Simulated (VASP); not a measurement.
Write the native input for VASP 6.6.1 that does the following.

```yaml
Task: single point
Functional: PBE
Potentials_or_basis: VASP PAW PBE potentials, release 64 (Li_sv, Tm_3, Ge_d), 4f in core
Cutoff: 750 eV
k_mesh: 8 × 8 × 8
Occupations: gaussian, width 0.1 eV
Spin: no spin polarisation
Dipole_correction: no
Mended: yes
Further_INCAR_settings: ALGO = Normal; EDIFF = 1e-06; NBANDS = 26
```

The structure of Li4TmGe lies in POSCAR:

```
Li4TmGe
1.0
    2.0862125412     -6.5750193165      0.0000000000
    2.0862125412      6.5750193165      0.0000000000
    0.0000000000      0.0000000000      4.0475435721
Li Tm Ge
4 1 1
Direct
    0.3306011158      0.6693988842      0.0000000000
    0.8300679693      0.1699320307      0.5000000000
    0.1699320307      0.8300679693      0.5000000000
    0.6693988842      0.3306011158      0.0000000000
    0.5000000000      0.5000000000      0.5000000000
    0.0000000000      0.0000000000      0.0000000000
```

The input as run:

INCAR

```
SYSTEM = Li4TmGe
ALGO = Normal ; EDIFF = 1E-6
ENCUT = 750 ; GGA = PE
GGA_COMPAT = .FALSE. ; ISIF = 2
ISMEAR = 0 ; LASPH = .TRUE.
LCHARG = .FALSE. ; LMAXMIX = 6
LREAL = .FALSE. ; LWAVE = .FALSE.
NBANDS = 26 ; NELM = 200
PREC = Accurate ; SIGMA = 0.1
```

KPOINTS

```
k-points
0
G
  8 8 8
  0 0 0
```

Potentials or basis: VASP PAW PBE potentials, release 64 (Li_sv, Tm_3, Ge_d), 4f in core.

Launch:

```sh
$ cat potpaw_PBE.64/Li_sv/POTCAR potpaw_PBE.64/Tm_3/POTCAR potpaw_PBE.64/Ge_d/POTCAR > POTCAR
$ mpirun -np 1 vasp_std > vasp.out
```

It gave:

| Item | Value |
| --- | --- |
| Pressure | 1.8 GPa |
| Largest force | 0.015 eV/Å |
| Band gap on the k mesh | zero (an odd number of electrons rules out a gap without spin polarisation) |

Caveat: spin-orbit coupling is left out, which moves the levels of the heavy elements; the 4f electrons are frozen in the core, so they carry no moment and show no levels.

Wall time 8.3 min on 1 thread of AMD EPYC 9R45 96-Core Processor (Zen 5), with other jobs on the host, peak memory 0.72 GiB.
